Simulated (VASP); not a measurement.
# Al (Fm-3m) in VASP: single point with LDA

Aim: the single point of Al with LDA.

Everything below comes from runs of VASP 6.6.1. Logs are shortened: lines on timing, memory, paths and dates and some standing lists are left out, and cuts for length are marked.

## 1. The cell of the first run

It takes space group Fm-3m (No. 225, cubic). The conventional cell has a = 4.050 Å, b = 4.050 Å, c = 4.050 Å, α = 90.00°, β = 90.00°, γ = 90.00°. Within 3.8 Å of Al (site symmetry m-3m) lie 12 Al at 2.86 Å.

## 2. Single point, LDA

File INCAR:

```
SYSTEM = Al
ALGO = Normal
EDIFF = 1E-6
ENCUT = 520
GGA = CA
ISIF = 2
ISMEAR = 0
LASPH = .TRUE.
LCHARG = .TRUE.
LELF = .TRUE.
LREAL = .FALSE.
LVHAR = .TRUE.
LWAVE = .FALSE.
NBANDS = 8
NELM = 100
PREC = Accurate
SIGMA = 0.05
```

File KPOINTS:

```
k-points
0
G
  18 18 18
  0 0 0
```

File POSCAR:

```
Al
1.0
    0.0000000000      2.0250000000      2.0250000000
    2.0250000000      0.0000000000      2.0250000000
    2.0250000000      2.0250000000      0.0000000000
Al
1
Direct
    0.0000000000      0.0000000000      0.0000000000
```

Potentials or basis: VASP PAW LDA potentials, release 64 (Al).

Command:

```console
$ cat potpaw_LDA.64/Al/POTCAR > POTCAR
$ mpirun -np 1 vasp_std > vasp.out
```

OUTCAR:

```text
SYSTEM = Al
   EDIFF = 1E-6
   ENCUT = 520
   GGA = CA
   ISIF = 2
   ISMEAR = 0
   LASPH = .TRUE.
   LREAL = .FALSE.
   NELM = 100
   PREC = Accurate

 ion  position               nearest neighbor table
   1  0.000  0.000  0.000-

  LATTYP: Found a face centered cubic cell.
 ALAT       =     4.0500000000

  Lattice vectors:

 A1 = (   0.0000000000,   2.0250000000,   2.0250000000)
 A2 = (   2.0250000000,   0.0000000000,   2.0250000000)
 A3 = (   2.0250000000,   2.0250000000,   0.0000000000)

Analysis of symmetry for initial positions (statically):
=====================================================================
 Subroutine PRICEL returns:
 Original cell was already a primitive cell.

 Routine SETGRP: Setting up the symmetry group for a
 face centered cubic supercell.

 Subroutine GETGRP returns: Found 48 space group operations
 (whereof 48 operations were pure point group operations)
 out of a pool of 48 trial point group operations.

The static configuration has the point symmetry O_h .

Analysis of symmetry for dynamics (positions and initial velocities):
=====================================================================
 Subroutine PRICEL returns:
 Original cell was already a primitive cell.

 Routine SETGRP: Setting up the symmetry group for a
 face centered cubic supercell.

 Subroutine GETGRP returns: Found 48 space group operations
 (whereof 48 operations were pure point group operations)
 out of a pool of 48 trial point group operations.

The dynamic configuration has the point symmetry O_h .

 Subroutine INISYM returns: Found 48 space group operations
 (whereof 48 operations are pure point group operations),
 and found     1 'primitive' translations

----------------------------------------------------------------------------------------

                                     Primitive cell

  volume of cell :      16.6075

  direct lattice vectors                    reciprocal lattice vectors
     0.000000000  2.025000000  2.025000000    -0.246913580  0.246913580  0.246913580
     2.025000000  0.000000000  2.025000000     0.246913580 -0.246913580  0.246913580
     2.025000000  2.025000000  0.000000000     0.246913580  0.246913580 -0.246913580

  length of vectors
     2.863782464  2.863782464  2.863782464     0.427666866  0.427666866  0.427666866

  position of ions in fractional coordinates (direct lattice)
     0.000000000  0.000000000  0.000000000

  ion indices of the primitive-cell ions
   primitive index   ion index
                 1           1

----------------------------------------------------------------------------------------

 KPOINTS: k-points

Automatic generation of k-mesh.
 Grid dimensions read from file:
 generate k-points for:   18   18   18

 Generating k-lattice:

  Cartesian coordinates                     Fractional coordinates (reciprocal lattice)
    -0.013717421  0.013717421  0.013717421     0.055555556  0.000000000  0.000000000
     0.013717421 -0.013717421  0.013717421     0.000000000  0.055555556  0.000000000
     0.013717421  0.013717421 -0.013717421     0.000000000  0.000000000  0.055555556

  Length of vectors
     0.023759270  0.023759270  0.023759270

  Shift w.r.t. Gamma in fractional coordinates (k-lattice)
     0.000000000  0.000000000  0.000000000

 Subroutine IBZKPT returns following result:
 ===========================================

 Found    195 irreducible k-points:

 Following reciprocal coordinates:
            Coordinates               Weight
  0.000000  0.000000  0.000000      1.000000
  0.055556  0.000000  0.000000      8.000000
  0.111111  0.000000  0.000000      8.000000
  0.166667  0.000000  0.000000      8.000000
  0.222222  0.000000  0.000000      8.000000
  0.277778  0.000000  0.000000      8.000000
[... 16 lines left out ...]
 -0.277778  0.055556  0.000000     24.000000
 -0.222222  0.055556  0.000000     24.000000
 [... further k-points ...]
   k-points           NKPTS =    195   k-points in BZ     NKDIM =    195   number of bands    NBANDS=      8
   number of dos      NEDOS =    301   number of ions     NIONS =      1
   total plane-waves  NPLWV =  13824
   dimension x,y,z NGX =    24 NGY =   24 NGZ =   24
   dimension x,y,z NGXF=    48 NGYF=   48 NGZF=   48
   ions per type =               1
   NGX,Y,Z   is equivalent  to a cutoff of  13.93, 13.93, 13.93 a.u.
   NGXF,Y,Z  is equivalent  to a cutoff of  27.86, 27.86, 27.86 a.u.
 SYSTEM =  Al
   PREC   = accura    normal or accurate (medium, high low for compatibility)
   ISTART =      0    job   : 0-new  1-cont  2-samecut
   ICHARG =      2    charge: 1-file 2-atom 10-const
   ISPIN  =      1    spin polarized calculation?
   LNONCOLLINEAR =      F non collinear calculations
   LSORBIT =      F    spin-orbit coupling
   LASPH  =      T    aspherical Exc in radial PAW
   ENCUT  =  520.0 eV  38.22 Ry    6.18 a.u.   5.32  5.32  5.32*2*pi/ulx,y,z
   NELM   =    100;   NELMIN=  2; NELMDL= -5     # of ELM steps
   EDIFF  = 0.1E-05   stopping-criterion for ELM
   LREAL  =      F    real-space projection
   EDIFFG = 0.1E-04   stopping-criterion for IOM
   NSW    =      0    number of steps for IOM
   IBRION =     -1    ionic relax: 0-MD 1-quasi-New 2-CG
   NFREE  =      0    steps in history (QN), initial steepest desc. (CG)
   ISIF   =      2    stress and relaxation
   ISYM   =      2    0-nonsym 1-usesym 2-fastsym
   POTIM  = 0.5000    time-step for ionic-motion
   TEBEG  =    0.0;   TEEND  =   0.0 temperature during run
   PSTRESS=    0.0 pullay stress
   NELECT =       3.0000    total number of electrons
   NUPDOWN=      -1.0000    fix difference up-down
   EMIN   =  10.00;   EMAX   =-10.00  energy-range for DOS
   EFERMI =   0.00;   METHOD = LEGACY
   ISMEAR =     0;   SIGMA  =   0.05  broadening in eV -4-tet -1-fermi 0-gaus
   EFERMI_NEDOS =   21; number of points for ismear=-14 and -15
   IALGO  =     38    algorithm
   IMIX   =      4    mixing-type and parameters
     AMIX     =   0.40;   BMIX     =  1.00
     AMIX_MAG =   1.60;   BMIX_MAG =  1.00
  volume/ion in A,a.u.               =      16.61       112.07
  Fermi-wavevector in a.u.,A,eV,Ry     =   0.925437  1.748822 11.652489  0.856434
  Thomas-Fermi vector in A             =   2.051291
   LORBIT       =      0    0 simple, 1 ext, 2 COOP (PROOUT), +10 PAW based schemes
   GGA     = CA    functional components
   LHFCALC =     F    Hartree Fock is set to
   AEXX    =    0.0000 exact exchange contribution
   IVDW    =     0    specifies the selected vdW correction
   LEPSILON=     F    determine dielectric tensor
   LRPA    =     F    only Hartree local field effects (RPA)
 non-spin polarized calculation
 Gauss-broadening in eV      SIGMA  =   0.05
  energy-cutoff  :      520.00
  volume of cell :       16.61
 maximum number of plane-waves:       459
 NGX is ok and might be reduce to    24
   NGX = 11   NGY = 11   NGZ = 11

 number of electron       3.0000000 magnetization

 Free energy of the ion-electron system (eV)
  ---------------------------------------------------
  ext. energy  EPLUGINS =         0.00000000
  ---------------------------------------------------
  free energy    TOTEN  =        -4.17977907 eV

  energy without entropy =       -4.17888967  energy(sigma->0) =       -4.17933437

 E-fermi :   7.7139     XC(G=0): -10.3196

 val. band max:        7.7131820052   @ k =  -0.3889   0.3889   0.1667
 cond. band min:       7.7181992758   @ k =  -0.2778   0.2778   0.0556
 fundamental gap:      0.0050172707
 Fermi energy:         7.7138590923

 k-point     1 :       0.0000    0.0000    0.0000
  band No.  band energies     occupation
      1      -3.3314      2.00000
      2      20.2601      0.00000
      3      20.2601      0.00000
      4      20.2601      0.00000
      5      21.5303      0.00000
      6      21.5303      0.00000
      7      21.5303      0.00000
      8      24.2897      0.00000

 k-point     2 :       0.0556    0.0000    0.0000
  band No.  band energies     occupation
      1      -3.2480      2.00000
      2      18.7234      0.00000
      3      19.9158      0.00000
      4      19.9158      0.00000
      5      22.0005      0.00000
      6      22.0005      0.00000
      7      22.1849      0.00000
      8      25.1191      0.00000

 k-point     3 :       0.1111    0.0000    0.0000
  band No.  band energies     occupation
      1      -2.9983      2.00000
      2      16.5229      0.00000
      3      19.3851      0.00000
      4      19.3851      0.00000
      5      22.3157      0.00000
      6      22.8732      0.00000
      7      22.8732      0.00000
      8      25.4712      0.00000

 k-point     4 :       0.1667    0.0000    0.0000
  band No.  band energies     occupation
      1      -2.5830      2.00000
      2      14.3078      0.00000
      3      18.9335      0.00000
      4      18.9335      0.00000
      5      22.1869      0.00000
      6      23.4620      0.00000
      7      23.4620      0.00000
      8      24.8635      0.00000

 k-point     5 :       0.2222    0.0000    0.0000
  band No.  band energies     occupation
      1      -2.0038      2.00000
      2      12.1660      0.00000
      3      18.6040      0.00000
      4      18.6040      0.00000
      5      22.0364      0.00000
      6      22.7692      0.00000
      7      22.7692      0.00000
      8      25.7301      0.00000

 k-point     6 :       0.2778    0.0000    0.0000
  band No.  band energies     occupation
      1      -1.2624      2.00000
      2      10.1293      0.00000
      3      18.4072      0.00000
      4      18.4072      0.00000
      5      21.8082      0.00000
      6      21.8082      0.00000
      7      21.9507      0.00000
      8      25.9066      0.00000

 k-point     7 :       0.3333    0.0000    0.0000
  band No.  band energies     occupation
      1      -0.3615      2.00000
      2       8.2132      0.00000
      3      18.3470      0.00000
      4      18.3470      0.00000
      5      20.9209      0.00000
      6      20.9209      0.00000
      7      21.9720      0.00000
      8      24.9760      0.00000

 k-point     8 :       0.3889    0.0000    0.0000
  band No.  band energies     occupation
      1       0.6960      2.00000
      2       6.4274      2.00000
      3      18.4240      0.00000
      4      18.4240      0.00000
      5      20.1547      0.00000
      6      20.1547      0.00000
      7      22.1222      0.00000
      8      24.1453      0.00000

 k-point     9 :       0.4444    0.0000    0.0000
  band No.  band energies     occupation
      1       1.9066      2.00000
      2       4.7788      2.00000
      3      18.6353      0.00000
      4      18.6353      0.00000
      5      19.5266      0.00000
      6      19.5266      0.00000
      7      22.4106      0.00000
      8      23.4373      0.00000

 k-point    10 :       0.5000    0.0000    0.0000
  band No.  band energies     occupation
      1       3.2016      2.00000
      2       3.3375      2.00000
      3      18.8904      0.00000
      4      18.8904      0.00000
      5      19.1321      0.00000
      6      19.1321      0.00000
      7      22.7697      0.00000
      8      22.9366      0.00000
[... 78 lines left out ...]
 k-point    18 :       0.4444    0.0556    0.0000
  band No.  band energies     occupation
      1       1.5578      2.00000
      2       5.3819      2.00000
      3      17.4781      0.00000
      4      18.0792      0.00000
      5      18.8994      0.00000
      6      20.9151      0.00000
      7      23.1729      0.00000
      8      24.2792      0.00000

 k-point    19 :       0.5000    0.0556    0.0000
  band No.  band energies     occupation
      1       2.8650      2.00000
      2       3.8314      2.00000
      3      17.5252      0.00000
      4      17.7881      0.00000
      5      19.2241      0.00000
      6      20.3769      0.00000
      7      23.3873      0.00000
      8      23.8303      0.00000

 k-point    20 :      -0.4444    0.0556    0.0000
  band No.  band energies     occupation
      1       2.4141      2.00000
      2       4.3310      2.00000
      3      17.1122      0.00000
      4      18.2360      0.00000
      5      19.6918      0.00000
      6      19.9787      0.00000
      7      23.1025      0.00000
      8      24.1501      0.00000

 k-point    21 :      -0.3889    0.0556    0.0000
  band No.  band energies     occupation
      1       1.1545      2.00000
      2       5.9308      2.00000
      3      16.8422      0.00000
      4      18.8121      0.00000
      5      19.7308      0.00000
      6      20.2987      0.00000
      7      22.7910      0.00000
      8      24.7644      0.00000

 k-point    22 :      -0.3333    0.0556    0.0000
  band No.  band energies     occupation
      1       0.0461      2.00000
      2       7.6696      1.78910
      3      16.7158      0.00000
      4      19.3907      0.00000
      5      19.7562      0.00000
      6      21.0390      0.00000
      7      22.6020      0.00000
      8      25.5023      0.00000

 k-point    23 :      -0.2778    0.0556    0.0000
  band No.  band energies     occupation
      1      -0.9068      2.00000
      2       9.5400      0.00000
      3      16.7330      0.00000
      4      19.5367      0.00000
      5      20.4815      0.00000
      6      21.8980      0.00000
      7      22.5427      0.00000
      8      26.2779      0.00000

 k-point    24 :      -0.2222    0.0556    0.0000
  band No.  band energies     occupation
      1      -1.7013      2.00000
      2      11.5323      0.00000
      3      16.8933      0.00000
      4      19.6963      0.00000
      5      21.4331      0.00000
      6      22.5397      0.00000
      7      22.9079      0.00000
      8      25.0991      0.00000

 [... further k-points ...]

------------------------ aborting loop because EDIFF is reached ----------------------------------------

  FORCE on cell =-STRESS in cart. coord.  units (eV):
  Direction    XX          YY          ZZ          XY          YZ          ZX
  --------------------------------------------------------------------------------------
  -------------------------------------------------------------------------------------
  Total       -0.3693618     -0.3693618     -0.3693618     -0.0000000     -0.0000000      0.0000000
  in kB      -35.6334220    -35.6334220    -35.6334220     -0.0000000     -0.0000000      0.0000000
  external PRESSURE =     -35.6334220 kB  Pullay stress =       0.0000000 kB

 VOLUME and BASIS-vectors are now :
 -----------------------------------------------------------------------------
  energy-cutoff  :      520.00
  volume of cell :       16.61
      direct lattice vectors                 reciprocal lattice vectors
     0.000000000  2.025000000  2.025000000    -0.246913580  0.246913580  0.246913580
     2.025000000  0.000000000  2.025000000     0.246913580 -0.246913580  0.246913580
     2.025000000  2.025000000  0.000000000     0.246913580  0.246913580 -0.246913580

 POSITION                                       TOTAL-FORCE (eV/Angst)
 -----------------------------------------------------------------------------------
      0.00000      0.00000      0.00000         0.000000      0.000000      0.000000
 -----------------------------------------------------------------------------------
    total drift:                                0.000000     -0.000000     -0.000000

  FREE ENERGIE OF THE ION-ELECTRON SYSTEM (eV)
  ---------------------------------------------------
  free  energy   TOTEN  =        -4.1797790656 eV

  energy  without entropy=       -4.1788896675  energy(sigma->0) =       -4.17933437
```

Wall time 10 s (1 thread of Intel Xeon 6975P-C, shared host); peak memory 0.14 GiB.

Results:

```
Free energy : -4.1798 eV
Pressure    : -3.6 GPa
```

Levels at points of the mesh, in eV from the Fermi level:
| k point | band 1 | band 2 | band 3 | band 4 | band 5 | band 6 |
| --- | --- | --- | --- | --- | --- | --- |
| (0.00, 0.00, 0.00) | -11.05 | 12.55 | 12.55 | 12.55 | 13.82 | 13.82 |
| (0.50, 0.00, 0.00) | -4.51 | -4.38 | 11.18 | 11.18 | 11.42 | 11.42 |
| (0.50, 0.50, 0.00) | -2.87 | -1.60 | 5.31 | 5.51 | 5.51 | 8.91 |
